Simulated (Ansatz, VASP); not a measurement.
**InSb in VASP and in Ansatz**

```
In Sb
1.0
     0.00000    3.31661    3.31661
     3.31661    0.00000    3.31661
     3.31661    3.31661    0.00000
In Sb
1 1
Cartesian
  0.0000 0.0000 0.0000
  1.6583 1.6583 1.6583
```

Alike in both runs: task single point; functional PBE; k mesh 4 × 4 × 4; occupations gaussian, width 0.097 eV; no spin polarisation.

```csv
,VASP,Ansatz
version,VASP 6.6.1,Ansatz 0.2.0
potentials or method,"VASP PAW PBE potentials, release 64 (In_d, Sb), cutoff 520 eV","scalar-relativistic, plane waves, PAW"
valence electrons in the cell,18,28
```

|  | VASP | Ansatz | Ansatz less VASP |
| --- | --- | --- | --- |
| gap on the k mesh at the Fermi level (eV) | none | none | - |
| pressure (GPa) | 0.4 | 0.5 | +0.01 |

A gap of «none» marks a metal or a gap that the smearing closes. VASP's potentials hold 18 valence electrons a cell and Ansatz's 28, so a difference there can come from the potentials and not from the codes. Ansatz's warnings: force scf threshold loose, stress scf threshold loose.

The k mesh is coarse, so the values compare programs but aren't converged. Spin-orbit coupling is off throughout.
